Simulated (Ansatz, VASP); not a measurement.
## Mg2BeS3 in VASP and in Ansatz

```
CELL_PARAMETERS angstrom
3.54503 0.00000 0.00000
0.00000 3.54179 0.00000
0.00000 0.00000 11.67349
ATOMIC_POSITIONS crystal
Mg 0.00000 0.50000 0.90387
Mg 0.00000 0.00000 0.48661
Be 0.50000 0.50000 0.37167
S 0.50000 0.00000 0.89673
S 0.50000 0.00000 0.29419
S 0.50000 0.50000 0.54693
```

Change from the starting cell: species swapped into the Nd2In3Ni type (Pmm2, No. 25).

Alike in both runs: functional PBE; k mesh 6 × 4 × 2; occupations gaussian, width 0.1 eV; no spin polarisation.

Ansatz relaxed the structure, and its values are those at the end. VASP's run is a single point on that final structure, the one shown.

```csv
,VASP,Ansatz
version,VASP 6.6.1,Ansatz 0.2.0
potentials or method,"VASP PAW PBE potentials, release 64 (Mg, Be, S), cutoff 600 eV","scalar-relativistic, plane waves, PAW"
valence electrons in the cell,24,40
```

VASP gave:

```
gap on the k mesh at the Fermi level (eV) : 0.45
least direct gap on the mesh (eV)         : 0.45
pressure (GPa)                            : -0.1
rms of the force components (eV/Å)        : 0.008
```

Estimate Ansatz's values.

gap on the k mesh at the Fermi level (eV): 0.42; least direct gap on the mesh (eV): 0.42; pressure (GPa): 0.1; rms of the force components (eV/Å): 0.009.

VASP's potentials hold 24 valence electrons a cell and Ansatz's 40, so a difference there can come from the potentials and not from the codes.

The k mesh is coarse, so the values compare programs but aren't converged.
